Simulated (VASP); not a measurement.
The system is Ba2C.

```
Ba C
1.0
     5.79515    0.00000    0.00000
    -2.89757    5.01874    0.00000
     0.00000    0.00000    5.73896
Ba C
4 2
Direct
  0.82813 0.17187 0.20204
  0.82813 0.65627 0.20204
  0.34373 0.17187 0.20204
  0.33333 0.66667 0.99301
  0.66667 0.33333 0.38221
  0.00000 0.00000 0.85552
```

```yaml
Program: VASP 6.6.1
Task: relaxation of cell and atoms
Functional: PBE
Potentials_or_basis: VASP PAW PBE potentials, release 64 (Ba_sv, C)
Cutoff: 600 eV
k_mesh: 3 × 3 × 4
Occupations: gaussian, width 0.1 eV
Spin: no spin polarisation
```

At the start: pressure 35.9 GPa; volume 27.82 Å³/atom.

Q: How do energy, volume and symmetry change on relaxing?

A: Over 33 steps the energy falls by 3063.3 meV/atom and the volume is 33.13 Å³/atom (+19.1 %); space group P6/mmm (No. 191, to 0.05 Å).

Step by step:
```
step  energy change (eV)  largest force (eV/Å)  pressure (GPa)  volume (Å³)
   1              0.0000               14.5973           35.91       166.91
   2             -9.4041                4.0359           -0.32       362.28
   3            -10.8563                3.9393            4.14       249.10
   4            -10.6019                4.4504            1.72       287.91
   5            -10.7678                4.3572            2.44       273.35
   6            -13.3265                1.2858           -1.99       317.38
   7            -13.6742                1.1921           -2.65       332.33
   8            -13.8575                0.9737           -3.74       361.73
   9            -13.8607                1.0672           -3.27       348.31
  10            -15.5392                0.6526           -2.90       300.72
  11            -14.1849                2.7388            8.93       179.54
  12            -16.5278                0.5690           -1.94       261.57
  13            -16.7446                1.3073            0.08       230.93
  14            -16.7656                1.0649           -0.62       239.68
  15            -16.9443                1.0568           -0.25       231.05
  16            -17.2568                1.4197            1.69       206.31
  17            -17.3715                1.2392            1.43       206.23
  18            -17.6439                0.7168            0.81       205.99
  19            -17.8726                0.5880            0.21       205.50
  20            -17.8816                0.6470            0.22       205.41
  21            -18.0281                0.5384           -0.21       206.57
  22            -18.1437                0.5581           -0.94       208.44
  23            -18.2470                0.4905           -0.22       201.31
  24            -18.2854                0.3983            0.84       193.67
  25            -18.3287                0.2742            0.28       197.20
  26            -18.3358                0.2574           -0.01       199.41
  27            -18.3554                0.1608           -0.09       199.83
  28            -18.3709                0.0846           -0.20       200.66
  29            -18.3757                0.0630            0.16       197.76
  30            -18.3757                0.0629            0.15       197.76
  31            -18.3782                0.0432           -0.01       198.63
  32            -18.3782                0.0423           -0.02       198.68
  33            -18.3796                0.0223           -0.01       198.78
```

Final structure:
```
Ba C
1.0
     7.57326    0.00000    0.00000
    -3.78663    6.55864    0.00000
     0.00000    0.00000    4.00191
Ba C
4 2
Direct
  0.83319 0.16681 0.22198
  0.83319 0.66639 0.22198
  0.33361 0.16681 0.22198
  0.33333 0.66667 0.72736
  0.66667 0.33333 0.72209
  0.00000 0.00000 0.72149
```

Caveat: the k points lie up to 0.39 Å⁻¹ apart in the final cell; the volume moved by over 15 % at a fixed basis, so the end points are rough.
